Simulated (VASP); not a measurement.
# KCl (Pm-3m) in VASP: density of states with PBE

Aim: the density of states of KCl with PBE.

Everything below comes from runs of VASP 6.6.1. Logs are shortened: lines on timing, memory, paths and dates and some standing lists are left out, and cuts for length are marked.

## Step 1: The cell of the first run

The structure is cubic, space group Pm-3m (No. 221). Conventional cell: a = 3.839 Å, b = 3.839 Å, c = 3.839 Å, α = 90.00°, β = 90.00°, γ = 90.00°. K (site symmetry m-3m) has 8 Cl at 3.32 Å and 6 K at 3.84 Å within 4.4 Å. Within 4.4 Å of Cl (site symmetry m-3m) lie 8 K at 3.32 Å and 6 Cl at 3.84 Å.

## Step 2: Density of states, PBE

POSCAR reads:

```
KCl
1.0
    3.8391960000      0.0000000000      0.0000000000
    0.0000000000      3.8391960000      0.0000000000
    0.0000000000      0.0000000000      3.8391960000
K Cl
1 1
Direct
    0.0000000000      0.0000000000      0.0000000000
    0.5000000000      0.5000000000      0.5000000000
```

INCAR.step1 reads:

```
ALGO = Normal ; EDIFF = 1E-6
ENCUT = 520 ; GGA = PE
ISIF = 2 ; ISMEAR = 0
LASPH = True ; LCHARG = True
LREAL = False ; LWAVE = False
NBANDS = 15 ; NELM = 100
PREC = Accurate ; SIGMA = 0.05
```

KPOINTS.step1 reads:

```
k-points
0
Gamma
  8 8 8
```

INCAR.step2 reads:

```
ALGO = Normal ; EDIFF = 1E-6
ENCUT = 520 ; GGA = PE
ICHARG = 11 ; ISIF = 2
ISMEAR = -5 ; LASPH = True
LCHARG = False ; LORBIT = 11
LREAL = False ; LWAVE = False
NBANDS = 15 ; NEDOS = 1001
NELM = 100 ; PREC = Accurate
SIGMA = 0.05
```

KPOINTS.step2 reads:

```
k-points
0
Gamma
  12 12 12
```

Potentials or basis: VASP PAW PBE potentials, release 64 (K_sv, Cl).

Launch:

```sh
cat potpaw_PBE.64/K_sv/POTCAR potpaw_PBE.64/Cl/POTCAR > POTCAR
cp INCAR.step1 INCAR
cp KPOINTS.step1 KPOINTS
mpirun -np 1 vasp_std > vasp.out
cp INCAR.step2 INCAR
cp KPOINTS.step2 KPOINTS
mpirun -np 1 vasp_std > vasp.out
```

OUTCAR:

```text
EDIFF = 1E-6
   ENCUT = 520
   GGA = PE
   ICHARG = 11
   ISIF = 2
   ISMEAR = -5
   LASPH = True
   LORBIT = 11
   LREAL = False
   NELM = 100
   PREC = Accurate

 ion  position               nearest neighbor table
   1  0.000  0.000  0.000-
   2  0.500  0.500  0.500-

  LATTYP: Found a simple cubic cell.
 ALAT       =     3.8391960000

  Lattice vectors:

 A1 = (   3.8391960000,   0.0000000000,   0.0000000000)
 A2 = (   0.0000000000,   3.8391960000,   0.0000000000)
 A3 = (   0.0000000000,   0.0000000000,   3.8391960000)

Analysis of symmetry for initial positions (statically):
=====================================================================
 Subroutine PRICEL returns:
 Original cell was already a primitive cell.

 Routine SETGRP: Setting up the symmetry group for a
 simple cubic supercell.

 Subroutine GETGRP returns: Found 48 space group operations
 (whereof 48 operations were pure point group operations)
 out of a pool of 48 trial point group operations.

The static configuration has the point symmetry O_h .

Analysis of symmetry for dynamics (positions and initial velocities):
=====================================================================
 Subroutine PRICEL returns:
 Original cell was already a primitive cell.

 Routine SETGRP: Setting up the symmetry group for a
 simple cubic supercell.

 Subroutine GETGRP returns: Found 48 space group operations
 (whereof 48 operations were pure point group operations)
 out of a pool of 48 trial point group operations.

The dynamic configuration has the point symmetry O_h .

 Subroutine INISYM returns: Found 48 space group operations
 (whereof 48 operations are pure point group operations),
 and found     1 'primitive' translations

----------------------------------------------------------------------------------------

                                     Primitive cell

  volume of cell :      56.5875

  direct lattice vectors                    reciprocal lattice vectors
     3.839196000  0.000000000  0.000000000     0.260471203  0.000000000  0.000000000
     0.000000000  3.839196000  0.000000000     0.000000000  0.260471203  0.000000000
     0.000000000  0.000000000  3.839196000     0.000000000  0.000000000  0.260471203

  length of vectors
     3.839196000  3.839196000  3.839196000     0.260471203  0.260471203  0.260471203

  position of ions in fractional coordinates (direct lattice)
[... 8 lines left out ...]
----------------------------------------------------------------------------------------

 KPOINTS: k-points

Automatic generation of k-mesh.
 Grid dimensions read from file:
 generate k-points for:   12   12   12

 Generating k-lattice:

  Cartesian coordinates                     Fractional coordinates (reciprocal lattice)
     0.021705934  0.000000000  0.000000000     0.083333333  0.000000000  0.000000000
     0.000000000  0.021705934  0.000000000     0.000000000  0.083333333  0.000000000
     0.000000000  0.000000000  0.021705934     0.000000000  0.000000000  0.083333333

  Length of vectors
     0.021705934  0.021705934  0.021705934

  Shift w.r.t. Gamma in fractional coordinates (k-lattice)
     0.000000000  0.000000000  0.000000000

 TETIRR: Found    854 inequivalent tetrahedra from    10368

 Subroutine IBZKPT returns following result:
 ===========================================

 Found     84 irreducible k-points:

 Following reciprocal coordinates:
            Coordinates               Weight
  0.000000  0.000000  0.000000      1.000000
  0.083333  0.000000  0.000000      6.000000
  0.166667  0.000000  0.000000      6.000000
  0.250000  0.000000  0.000000      6.000000
  0.333333  0.000000  0.000000      6.000000
  0.416667  0.000000  0.000000      6.000000
[... 16 lines left out ...]
  0.333333  0.333333  0.000000     12.000000
  0.416667  0.333333  0.000000     24.000000
 [... further k-points ...]
   k-points           NKPTS =     84   k-points in BZ     NKDIM =     84   number of bands    NBANDS=     15
   number of dos      NEDOS =   1001   number of ions     NIONS =      2
   total plane-waves  NPLWV =  27000
   dimension x,y,z NGX =    30 NGY =   30 NGZ =   30
   dimension x,y,z NGXF=    60 NGYF=   60 NGZF=   60
   ions per type =               1   1
   NGX,Y,Z   is equivalent  to a cutoff of  12.99, 12.99, 12.99 a.u.
   NGXF,Y,Z  is equivalent  to a cutoff of  25.98, 25.98, 25.98 a.u.
 SYSTEM =  unknown system
   PREC   = accura    normal or accurate (medium, high low for compatibility)
   ISTART =      0    job   : 0-new  1-cont  2-samecut
   ICHARG =     11    charge: 1-file 2-atom 10-const
   ISPIN  =      1    spin polarized calculation?
   LNONCOLLINEAR =      F non collinear calculations
   LSORBIT =      F    spin-orbit coupling
   LASPH  =      T    aspherical Exc in radial PAW
   ENCUT  =  520.0 eV  38.22 Ry    6.18 a.u.   7.14  7.14  7.14*2*pi/ulx,y,z
   NELM   =    100;   NELMIN=  2; NELMDL=  0     # of ELM steps
   EDIFF  = 0.1E-05   stopping-criterion for ELM
   LREAL  =      F    real-space projection
   EDIFFG = 0.1E-04   stopping-criterion for IOM
   NSW    =      0    number of steps for IOM
   IBRION =     -1    ionic relax: 0-MD 1-quasi-New 2-CG
   NFREE  =      0    steps in history (QN), initial steepest desc. (CG)
   ISIF   =      2    stress and relaxation
   ISYM   =      2    0-nonsym 1-usesym 2-fastsym
   POTIM  = 0.5000    time-step for ionic-motion
   TEBEG  =    0.0;   TEEND  =   0.0 temperature during run
   PSTRESS=    0.0 pullay stress
   NELECT =      16.0000    total number of electrons
   NUPDOWN=      -1.0000    fix difference up-down
   EMIN   =  10.00;   EMAX   =-10.00  energy-range for DOS
   EFERMI =   0.00;   METHOD = LEGACY
   ISMEAR =    -5;   SIGMA  =   0.05  broadening in eV -4-tet -1-fermi 0-gaus
   EFERMI_NEDOS =   21; number of points for ismear=-14 and -15
   IALGO  =     38    algorithm
   IMIX   =      4    mixing-type and parameters
     AMIX     =   0.40;   BMIX     =  1.00
     AMIX_MAG =   1.60;   BMIX_MAG =  1.00
  volume/ion in A,a.u.               =      28.29       190.94
  Fermi-wavevector in a.u.,A,eV,Ry     =   1.074504  2.030517 15.708715  1.154558
  Thomas-Fermi vector in A             =   2.210334
   LORBIT       =     11    0 simple, 1 ext, 2 COOP (PROOUT), +10 PAW based schemes
   GGA     = PE    functional components
   LHFCALC =     F    Hartree Fock is set to
   AEXX    =    0.0000 exact exchange contribution
   IVDW    =     0    specifies the selected vdW correction
   LEPSILON=     F    determine dielectric tensor
   LRPA    =     F    only Hartree local field effects (RPA)
 non-spin polarized calculation
 Fermi weights with tetrahedron method with Bloechl corrections
  energy-cutoff  :      520.00
  volume of cell :       56.59
 maximum number of plane-waves:      1568
 NGX is ok and might be reduce to    30

 number of electron      16.0000007 magnetization

 Free energy of the ion-electron system (eV)
  ---------------------------------------------------
  ext. energy  EPLUGINS =         0.00000000
  ---------------------------------------------------
  free energy    TOTEN  =        -6.65533713 eV

  energy without entropy =       -6.65533713  energy(sigma->0) =       -6.65533713

 E-fermi :  -0.8059     XC(G=0):  -8.0713

 val. band max:       -0.8328726531   @ k =   0.5000   0.5000   0.0000
 cond. band min:       3.9637064599   @ k =   0.0000   0.0000   0.0000
 fundamental gap:      4.7965791130
 Fermi energy:        -0.8059329746

 k-point     1 :       0.0000    0.0000    0.0000
  band No.  band energies     occupation
      1     -28.8966      2.00000
      2     -13.3994      2.00000
      3     -12.2830      2.00000
      4     -12.2830      2.00000
      5     -12.2830      2.00000
      6      -1.0359      2.00000
      7      -1.0359      2.00000
      8      -1.0359      2.00000
      9       3.9637      0.00000
     10       5.7362      0.00000
     11       5.7362      0.00000
     12       9.8061      0.00000
     13       9.8061      0.00000
     14       9.8061      0.00000
     15      12.7848      0.00000

 k-point     2 :       0.0833    0.0000    0.0000
  band No.  band energies     occupation
      1     -28.8953      2.00000
      2     -13.4111      2.00000
      3     -12.2810      2.00000
      4     -12.2810      2.00000
      5     -12.2739      2.00000
      6      -1.1727      2.00000
      7      -1.0363      2.00000
      8      -1.0363      2.00000
      9       4.1321      0.00000
     10       5.7927      0.00000
     11       5.8778      0.00000
     12       9.7763      0.00000
     13       9.7763      0.00000
     14       9.8390      0.00000
     15      12.5257      0.00000

 k-point     3 :       0.1667    0.0000    0.0000
  band No.  band energies     occupation
      1     -28.8919      2.00000
      2     -13.4431      2.00000
      3     -12.2755      2.00000
      4     -12.2755      2.00000
      5     -12.2482      2.00000
      6      -1.5108      2.00000
      7      -1.0372      2.00000
      8      -1.0372      2.00000
      9       4.5737      0.00000
     10       5.9597      0.00000
     11       6.2663      0.00000
     12       9.7073      0.00000
     13       9.7073      0.00000
     14       9.9327      0.00000
     15      11.8286      0.00000
[... 343 lines left out ...]
 k-point    23 :       0.3333    0.3333    0.0000
  band No.  band energies     occupation
      1     -28.8689      2.00000
      2     -13.3499      2.00000
      3     -12.4484      2.00000
      4     -12.2685      2.00000
      5     -12.2418      2.00000
      6      -2.0262      2.00000
      7      -1.8245      2.00000
      8      -0.9270      2.00000
      9       5.9536      0.00000
     10       6.6493      0.00000
     11       8.4537      0.00000
     12       8.6361      0.00000
     13       8.9985      0.00000
     14       9.1700      0.00000
     15      11.2543      0.00000

 k-point    24 :       0.4167    0.3333    0.0000
  band No.  band energies     occupation
      1     -28.8657      2.00000
      2     -13.3027      2.00000
      3     -12.4550      2.00000
      4     -12.3329      2.00000
      5     -12.2372      2.00000
      6      -2.1197      2.00000
      7      -1.8279      2.00000
      8      -0.8983      2.00000
      9       5.8193      0.00000
     10       6.6378      0.00000
     11       8.3634      0.00000
     12       8.6489      0.00000
     13       8.9654      0.00000
     14       9.6003      0.00000
     15      11.3848      0.00000

 [... further k-points ...]

------------------------ aborting loop because EDIFF is reached ----------------------------------------

  FORCE on cell =-STRESS in cart. coord.  units (eV):
  Direction    XX          YY          ZZ          XY          YZ          ZX
  --------------------------------------------------------------------------------------
  -------------------------------------------------------------------------------------
  Total       -0.0156896     -0.0156896     -0.0156896      0.0000000      0.0000000     -0.0000000
  in kB       -0.4442245     -0.4442245     -0.4442245      0.0000000      0.0000000     -0.0000000
  external PRESSURE =      -0.4442245 kB  Pullay stress =       0.0000000 kB

 VOLUME and BASIS-vectors are now :
 -----------------------------------------------------------------------------
  energy-cutoff  :      520.00
  volume of cell :       56.59
      direct lattice vectors                 reciprocal lattice vectors
     3.839196000  0.000000000  0.000000000     0.260471203  0.000000000  0.000000000
     0.000000000  3.839196000  0.000000000     0.000000000  0.260471203  0.000000000
     0.000000000  0.000000000  3.839196000     0.000000000  0.000000000  0.260471203

 POSITION                                       TOTAL-FORCE (eV/Angst)
 -----------------------------------------------------------------------------------
      0.00000      0.00000      0.00000         0.000000      0.000000      0.000000
      1.91960      1.91960      1.91960         0.000000      0.000000      0.000000
 -----------------------------------------------------------------------------------
    total drift:                                0.000000      0.000000     -0.000000

  FREE ENERGIE OF THE ION-ELECTRON SYSTEM (eV)
  ---------------------------------------------------
  free  energy   TOTEN  =        -6.6553371305 eV

  energy  without entropy=       -6.6553371305  energy(sigma->0) =       -6.65533713

 total charge

# of ion       s       p       d       tot
------------------------------------------
    1        1.955   5.578   0.021   7.555
    2        1.589   3.559   0.000   5.148
--------------------------------------------------
tot          3.544   9.137   0.021  12.703
```

Run time: 24 s. Hardware: 1 thread of Intel Xeon 6975P-C (Granite Rapids), shared host; peak memory 0.2 GiB.

Results:

```yaml
Valence_electrons_inside_the_program's_atomic_spheres: K 7.55; Cl 5.15
```
